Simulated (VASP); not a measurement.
A run of VASP 6.6.1:

File INCAR:

```
PREC = Accurate
ENCUT = 520
EDIFF = 1E-7
ISMEAR = 0
SIGMA = 0.1
LREAL = F
LASPH = T
NELM = 60
ALGO = Normal
ISIF = 2
LWAVE = F
LCHARG = T
GGA = PE
LELF = T
LVHAR = T
NBANDS = 34
```

Contents of KPOINTS:

```
regular mesh
0
Gamma
  4 4 2
```

The input POSCAR:

```
In2SbSe3
1.0
    4.1185299600      0.0000000000      0.0000000000
    0.0000000000      4.1185299600      0.0000000000
    0.0000000000      0.0000000000      9.0347031600
In Sb Se
2 1 3
Direct
    0.0000000000      0.5000000000      0.7372320300
    0.5000000000      0.0000000000      0.2627679700
    0.0000000000      0.0000000000      0.0000000000
    0.5000000000      0.5000000000      0.0000000000
    0.0000000000      0.5000000000      0.3774000100
    0.5000000000      0.0000000000      0.6225999900
```

Potentials or basis: VASP PAW PBE potentials, release 64 (In_d, Sb, Se).

Command:

```bash
$ cat potpaw_PBE.64/In_d/POTCAR potpaw_PBE.64/Sb/POTCAR potpaw_PBE.64/Se/POTCAR > POTCAR
$ mpirun -np 1 vasp_std > vasp.out
```

Hardware: 1 thread of Intel(R) Xeon(R) 6975P-C (Granite Rapids), on a shared host.

Task: How long does it take, and how much memory?

Result: It took 45 s on 1 thread of Intel(R) Xeon(R) 6975P-C (Granite Rapids), on a shared host, peak memory 0.27 GiB. Counts: scf iterations 15, k points 12.
